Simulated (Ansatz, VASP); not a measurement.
## Two plane-wave programs on Sn

INCAR

```
SYSTEM = Sn
PREC = Accurate
ENCUT = 600
EDIFF = 1E-7
ISMEAR = 0
SIGMA = 0.1
LREAL = .False.
LASPH = .True.
NELM = 100
ALGO = Fast
ISIF = 3
LWAVE = .False.
LCHARG = .False.
GGA = PE
IBRION = 2
NSW = 90
EDIFFG = -0.04
```

The input KPOINTS:

```
Automatic mesh
0
Gamma
  4 4 4
  0 0 0
```

The input POSCAR:

```
Sn
1.0
    5.4537394100      0.0000000000      0.0000000000
    0.0000000000      5.4537394100      0.0000000000
    0.0000000000      0.0000000000      4.2104898600
Sn
4
Direct
    0.3384865200      0.0000000000      0.7500000000
    0.6615134800      0.0000000000      0.2500000000
    0.0000000000      0.3384865200      0.0000000000
    0.0000000000      0.6615134800      0.5000000000
```

Input for Ansatz:

```yaml
crystal:
  lattice:
    - [5.45373941, 0.0, 0.0]
    - [0.0, 5.45373941, 0.0]
    - [0.0, 0.0, 4.21048986]
  atoms:
    - { symbol: Sn, position: [0.33848652, 0.0, 0.75] }
    - { symbol: Sn, position: [0.66151348, 0.0, 0.25] }
    - { symbol: Sn, position: [0.0, 0.33848652, 0.0] }
    - { symbol: Sn, position: [0.0, 0.66151348, 0.5] }
basis:
  ecutwfc: 420
kpoints:
  mp_grid: { grid: [4, 4, 4] }
hamiltonian:
  xc: pbe
scf:
  occupations: { method: gaussian, width: 0.1 }
  lower_state_search: "off"
output:
  forces: true
  stress: true
  eigenvalues: true
relax:
  adjacent_minimum: "off"
  f_tol: 0.04
  max_steps: 70
  cell: { stress_tol: 0.4 }
```

Alike in both runs: task relaxation of cell and atoms; functional PBE; k mesh 4 × 4 × 4; occupations gaussian, width 0.1 eV; no spin polarisation.

```csv
,VASP,Ansatz
version,VASP 6.6.1,Ansatz 0.2.0
potentials or method,"VASP PAW PBE potentials, release 64 (Sn_d), cutoff 600 eV","scalar-relativistic, plane waves, PAW"
valence electrons in the cell,56,56
```

|  | VASP | Ansatz | Ansatz less VASP |
| --- | --- | --- | --- |
| gap on the k mesh at the Fermi level, each at its own relaxed structure (eV) | none | none | - |
| relaxed volume (Å³/atom) | 35.91 | 36.06 | +0.150 |
| relaxed cell length with the largest relative difference (Å) | 5.592 | 5.606 | +0.0146 |

A gap of «none» marks a metal or a gap that the smearing closes.

The k mesh is coarse, so the values compare programs but aren't converged.
